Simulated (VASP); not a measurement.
Wanted: the native input for a VASP 6.6.1 run.

```
Task                   : single point
Functional             : r2SCAN
Potentials or basis    : VASP PAW PBE potentials, release 64 (Se, In_d)
Cutoff                 : 520 eV
k mesh                 : 6 × 6 × 6
Occupations            : fermi-dirac, width 0.1 eV
Spin                   : no spin polarisation
Dipole correction      : no
Further INCAR settings : ALGO = Normal; EDIFF = 1e-07; NBANDS = 27
```

The system is InSe.

```
CELL_PARAMETERS angstrom
2.03012 1.17209 8.56709
-2.03012 1.17209 8.56709
0.00000 -2.34418 8.56709
ATOMIC_POSITIONS crystal
Se 0.61941 0.61941 0.61941
Se 0.82526 0.82526 0.82526
In 0.00127 0.00127 0.00127
In 0.11006 0.11006 0.11006
```

The input as run:

POSCAR

```
InSe
1.0
    2.0301164277      1.1720882644      8.5670933402
   -2.0301164277      1.1720882644      8.5670933402
    0.0000000000     -2.3441765337      8.5670933395
Se In
2 2
Direct
    0.6194133268      0.6194133268      0.6194133268
    0.8252553501      0.8252553501      0.8252553501
    0.0012707834      0.0012707834      0.0012707834
    0.1100605398      0.1100605398      0.1100605398
```

INCAR.step1

```
SYSTEM = InSe
PREC = Accurate
ENCUT = 520
ISMEAR = -1
SIGMA = 0.1
LREAL = .FALSE.
LASPH = .TRUE.
NELM = 100
NBANDS = 27
GGA = PE
ALGO = Normal
EDIFF = 1E-4
LWAVE = .TRUE.
LCHARG = .FALSE.
```

INCAR.step2

```
SYSTEM = InSe
PREC = Accurate
ENCUT = 520
EDIFF = 1E-7
ISMEAR = -1
SIGMA = 0.1
LREAL = .FALSE.
LASPH = .TRUE.
NELM = 100
ALGO = Normal
ISIF = 2
LWAVE = .FALSE.
LCHARG = .FALSE.
METAGGA = R2SCAN
LMIXTAU = .TRUE.
NBANDS = 27
ISTART = 1
```

KPOINTS

```
Automatic mesh
0
G
  6 6 6
  0 0 0
```

Potentials or basis: VASP PAW PBE potentials, release 64 (Se, In_d).

The run is started by

```console
$ cat potpaw_PBE.64/Se/POTCAR potpaw_PBE.64/In_d/POTCAR > POTCAR
$ cp INCAR.step1 INCAR
$ mpirun -np 1 vasp_std > vasp.out
$ cp INCAR.step2 INCAR
$ mpirun -np 1 vasp_std > vasp.out
```

Results of the run:

```yaml
Pressure: -0.1 GPa
Largest_force: 0.014 eV/Å
Band_gap_on_the_k_mesh: 0.77 eV
```

Caveat: semilocal functionals underestimate gaps, and a narrow one can read as zero; the PAW data sets were made with another functional, which shifts forces and pressure a little; spin-orbit coupling is left out, which moves the levels of the heavy elements.

It took 49 min on 1 thread of Intel(R) Xeon(R) Platinum 8175M CPU @ 2.50GHz (Skylake/Cascade Lake), on a shared host, peak memory 0.82 GiB.
